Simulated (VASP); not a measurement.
Sn16HO15 (a cell with a defect), 32 atoms in the cell. The cell holds a defect, 32 atoms: a = 9.029 Å, b = 9.029 Å, c = 9.029 Å, α = 106.13°, β = 106.13°, γ = 116.38°. 

- Program: VASP 6.6.1
- Task: single point
- Functional: PBE
- Dispersion: D3(BJ)
- Potentials or basis: VASP PAW PBE potentials, release 64 (Sn_d, H, O)
- Cutoff: 520 eV
- k mesh: 4 × 4 × 4, shifted
- Occupations: gaussian, width 0.1 eV
- Spin: no spin polarisation
- Dipole correction: no
- Further INCAR settings: LREAL = Auto; ALGO = Normal; EDIFF = 1e-06; NBANDS = 180

Potentials or basis: VASP PAW PBE potentials, release 64 (Sn_d, H, O).

The run is started by

```sh
$ cat potpaw_PBE.64/Sn_d/POTCAR potpaw_PBE.64/H/POTCAR potpaw_PBE.64/O/POTCAR > POTCAR
$ mpirun -np 4 vasp_std > vasp.out
```

Hardware: 4 MPI ranks on AMD EPYC 9R45 96-Core Processor (Zen 5), on a shared host.

Problem. How long does it take, and how much memory?

Solution. Wall time 9.3 min on 4 MPI ranks on AMD EPYC 9R45 96-Core Processor (Zen 5), with other jobs on the host, peak memory 1.1 GiB a rank. Counts: scf iterations 18, k points 11.
